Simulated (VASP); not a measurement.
Input of a VASP 6.6.1 run:

INCAR

```
SYSTEM = Zn3Cu
PREC     = Accurate       ! precision mode
ENCUT    = 520            ! plane-wave cutoff, eV
EDIFF    = 1E-6           ! SCF threshold, eV
ISMEAR   = 0              ! smearing method
SIGMA    = 0.1            ! smearing width, eV
LREAL    = .FALSE.        ! projectors in reciprocal space
LASPH    = .TRUE.         ! aspherical terms in the spheres
NELM     = 100            ! most SCF steps
ALGO     = Normal         ! electronic algorithm
ISIF     = 2              ! what is computed and relaxed
LWAVE    = .FALSE.        ! write WAVECAR
LCHARG   = .FALSE.        ! write CHGCAR
GGA      = PS             ! functional
NBANDS   = 32             ! bands
```

KPOINTS

```
Automatic mesh
0
G
  16 16 6
  0 0 0
```

The input POSCAR:

```
Zn3Cu
1.0
    1.5150060000     -2.1665900000      0.0000000000
    1.5150060000      2.1665900000      0.0000000000
    0.0000000000      0.0000000000      8.5410380000
Zn Cu
3 1
Direct
    0.5000000000      0.5000000000      0.7636800000
    0.0000000000      0.0000000000      0.5000000000
    0.5000000000      0.5000000000      0.2363200000
    0.0000000000      0.0000000000      0.0000000000
```

Potentials or basis: VASP PAW PBE potentials, release 64 (Zn, Cu).

Run with:

```console
$ cat potpaw_PBE.64/Zn/POTCAR potpaw_PBE.64/Cu/POTCAR > POTCAR
$ mpirun -np 1 vasp_std > vasp.out
```

Predict the pressure.

-5.5 GPa.

Stress tensor (GPa, compression positive):
```
-4.96  0.00  0.00
 0.00 -5.60  0.00
 0.00  0.00 -5.83
```

Caveat: the PAW data sets were made with another functional, which shifts forces and pressure a little.
